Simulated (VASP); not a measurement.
Input of a VASP 6.6.1 run:

File INCAR:

```
PREC     = Accurate       # precision mode
ENCUT    = 520            # plane-wave cutoff, eV
EDIFF    = 1E-6           # SCF threshold, eV
ISMEAR   = 0              # smearing method
SIGMA    = 0.01           # smearing width, eV
LREAL    = F              # projectors in reciprocal space
LASPH    = T              # aspherical terms in the spheres
NELM     = 60             # most SCF steps
ALGO     = Normal         # electronic algorithm
ISIF     = 2              # what is computed and relaxed
LWAVE    = F              # write WAVECAR
LCHARG   = T              # write CHGCAR
GGA      = PE             # functional
LELF     = T              # ELF
LVHAR    = T            
NBANDS   = 26             # bands
```

File KPOINTS:

```
Automatic mesh
0
Gamma
  9 9 4
```

Contents of POSCAR:

```
Al2InN3
1.0
    3.2215122899      0.0000000000      0.0000000000
   -1.6107561449      2.7899114816      0.0000000000
    0.0000000000      0.0000000000      8.0011938305
Al In N
2 1 3
Direct
    0.0000000000      0.0000000000     -0.0103618362
    0.6666666667      0.3333333333      0.6797713271
    0.3333333333      0.6666666667      0.3363810615
    0.6666666667      0.3333333333      0.9150980303
    0.3333333333      0.6666666667      0.6081832441
    0.0000000000      0.0000000000      0.2209281732
```

Potentials or basis: VASP PAW PBE potentials, release 64 (Al, In_d, N).

The run is started by

```sh
$ cat potpaw_PBE.64/Al/POTCAR potpaw_PBE.64/In_d/POTCAR potpaw_PBE.64/N/POTCAR > POTCAR
$ mpirun -np 1 vasp_std > vasp.out
```

Problem. What does it give for the band gap on the k mesh?

Solution. 1.20 eV, direct.

Problem. Predict the largest force.

Solution. 0.156 eV/Å.

Problem. Predict the pressure.

Solution. 5.3 GPa.

Forces on the atoms (eV/Å):
```
Al   0.000  0.000 -0.063
Al   0.000  0.000 -0.053
In   0.000  0.000  0.156
N    0.000  0.000  0.054
N    0.000  0.000  0.016
N    0.000  0.000 -0.109
```

Caveat: spin-orbit coupling is left out, which moves the levels of the heavy elements.
